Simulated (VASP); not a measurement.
CdO: single point with LDA

Crystal: CdO.

```xyz
2
Lattice="0.0000 2.0436 2.0436 2.0436 0.0000 2.0436 2.0436 2.0436 0.0000" Properties=species:S:1:pos:R:3 pbc="T T T"
Cd    0.0000    0.0000    0.0000
O     2.0436    2.0436    2.0436
```

```json
{"Program": "VASP 6.6.1", "Task": "single point", "Functional": "LDA", "Potentials or basis": "VASP PAW LDA potentials, release 64 (Cd_sv_GW, O)", "Cutoff": "700 eV", "k mesh": "14 × 14 × 14", "Occupations": "gaussian, width 0.01 eV", "Spin": "no spin polarisation", "Dipole correction": "no", "Further INCAR settings": "ALGO = Normal; EDIFF = 1e-06; NBANDS = 20"}
```

The pressure is 151.3 GPa and the band gap on the k mesh is 0.54 eV (least direct gap 3.79 eV).

Levels at points of the mesh, in eV from the valence-band top:
| k point | band 9 | band 10 | band 11 | band 12 | band 13 | band 14 | band 15 | band 16 | band 17 | band 18 |
| --- | --- | --- | --- | --- | --- | --- | --- | --- | --- | --- |
| (0.00, 0.00, 0.00) | -8.03 | -8.03 | -3.97 | -3.97 | -3.97 | 0.54 | 13.35 | 19.80 | 19.80 | 19.80 |
| (0.50, 0.00, 0.00) | -7.31 | -7.31 | -5.05 | 0.00 | 0.00 | 3.79 | 10.15 | 13.00 | 13.00 | 22.17 |
| (0.50, 0.50, 0.00) | -6.92 | -6.92 | -5.46 | -5.44 | -5.44 | 5.40 | 9.71 | 12.64 | 16.52 | 16.52 |

It took 2.4 min on 1 thread of AMD EPYC 7571 (shared host), peak memory 0.17 GiB.

Caveat: the cell stands under pressure; semilocal functionals underestimate gaps, and a narrow one can read as zero. A k mesh can miss the band edges.
